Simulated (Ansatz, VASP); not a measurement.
# FeRhC4N4 in VASP and in Ansatz

```
Fe Rh C N
1.0
     5.90687    0.00000    0.00000
     0.00000    5.90687    0.00000
     0.00000    0.00000    5.90687
Fe Rh C N
1 1 4 4
Direct
  0.00000 0.00000 0.00000
  0.50000 0.50000 0.50000
  0.18942 0.18942 0.18942
  0.18942 0.81058 0.81058
  0.81058 0.18942 0.81058
  0.81058 0.81058 0.18942
  0.30378 0.30378 0.30378
  0.30378 0.69622 0.69622
  0.69622 0.30378 0.69622
  0.69622 0.69622 0.30378
```

Alike in both runs: task single point; functional PBE; k mesh 4 × 4 × 4; occupations gaussian, width 0.1 eV; collinear spin.

```csv
,VASP,Ansatz
version,VASP 6.6.1,Ansatz 0.2.0
potentials or method,"VASP PAW PBE potentials, release 64 (Fe, Rh_pv, C, N), cutoff 520 eV","scalar-relativistic, plane waves, PAW"
valence electrons in the cell,59,69
```

Ansatz gave:

```
gap on the k mesh at the Fermi level (eV)                     : none
pressure (GPa)                                                : 1.3
rms of the force components (eV/Å)                            : 0.381
net moment per atom (μB)                                      : 0.10
size of the moment on the site where the two differ most (μB) : 1.36
```

**Question.** Estimate VASP's values.

**Answer.** gap on the k mesh at the Fermi level (eV): none; pressure (GPa): 1.7; rms of the force components (eV/Å): 0.562; net moment per atom (μB): 0.10; size of the moment on the site where the two differ most (μB): 1.72.

Site moments also hang on the region over which each program counts them. Atom by atom the forces differ by 0.182 eV/Å (rms over components). A gap of «none» marks a metal or a gap that the smearing closes. VASP's potentials hold 59 valence electrons a cell and Ansatz's 69, so a difference there can come from the potentials and not from the codes. Ansatz's warnings: seeded moment not kept.

Noted on VASP's run: the standard files for N, O and F lose accuracy on very short bonds.
